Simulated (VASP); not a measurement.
## ScAl3N3: single point with PBE

Crystal: ScAl3N3.

```
Sc Al N
1.0
    -2.17070    2.17070    3.96406
     2.17070   -2.17070    3.96406
     2.17070    2.17070   -3.96406
Sc Al N
1 3 3
Direct
  0.69799 0.69799 0.00000
  0.96059 0.46059 0.50000
  0.46059 0.96059 0.50000
  0.21913 0.21913 0.00000
  0.97590 0.97590 0.00000
  0.71273 0.21273 0.50000
  0.21273 0.71273 0.50000
```

| Item | Value |
| --- | --- |
| Program | VASP 6.6.1 |
| Task | single point |
| Functional | PBE |
| Potentials or basis | VASP PAW PBE potentials, release 64 (Sc_sv, Al, N) |
| Cutoff | 600 eV |
| k mesh | 4 × 4 × 4 |
| Occupations | gaussian, width 0.2 eV |
| Spin | no spin polarisation |
| Dipole correction | no |
| Further INCAR settings | ALGO = Normal; EDIFF = 1e-06; NBANDS = 26 |

```yaml
Pressure: 0.4 GPa
Largest_force: 0.047 eV/Å
```

Forces in eV/Å, atoms in the order of the input:
```
Sc   0.000  0.000 -0.040
Al   0.000  0.000  0.001
Al   0.000  0.000  0.001
Al   0.000  0.000 -0.011
N    0.000  0.000  0.047
N    0.000  0.000  0.001
N    0.000  0.000  0.001
```

Stress tensor (GPa, compression positive):
```
0.27 0.00 0.00
0.00 0.27 0.00
0.00 0.00 0.58
```

Levels at points of the mesh, in eV from the Fermi level:
```
           k point  band 13  band 14  band 15  band 16  band 17  band 18  band 19  band 20  band 21  band 22
(0.00, 0.00, 0.00)    -6.11    -4.53    -4.29    -3.19    -3.19    -0.03     0.79     0.79     1.43     3.64
(0.50, 0.00, 0.00)    -5.32    -4.41    -3.77    -3.56    -1.92    -0.69     0.28     2.23     2.54     3.02
(0.50, 0.50, 0.00)    -5.03    -4.83    -3.73    -3.39    -3.04     0.87     2.17     2.23     3.45     3.52
(0.50, 0.50, 0.50)    -4.10    -4.10    -3.01    -3.01    -2.08     0.13     0.13     0.52     1.65     1.66
```

Run time: 42 s on 1 thread of Intel(R) Xeon(R) Platinum 8259CL CPU @ 2.50GHz (Skylake/Cascade Lake) (shared host), peak memory 0.24 GiB.

Caveat: the k points lie up to 0.51 Å⁻¹ apart.
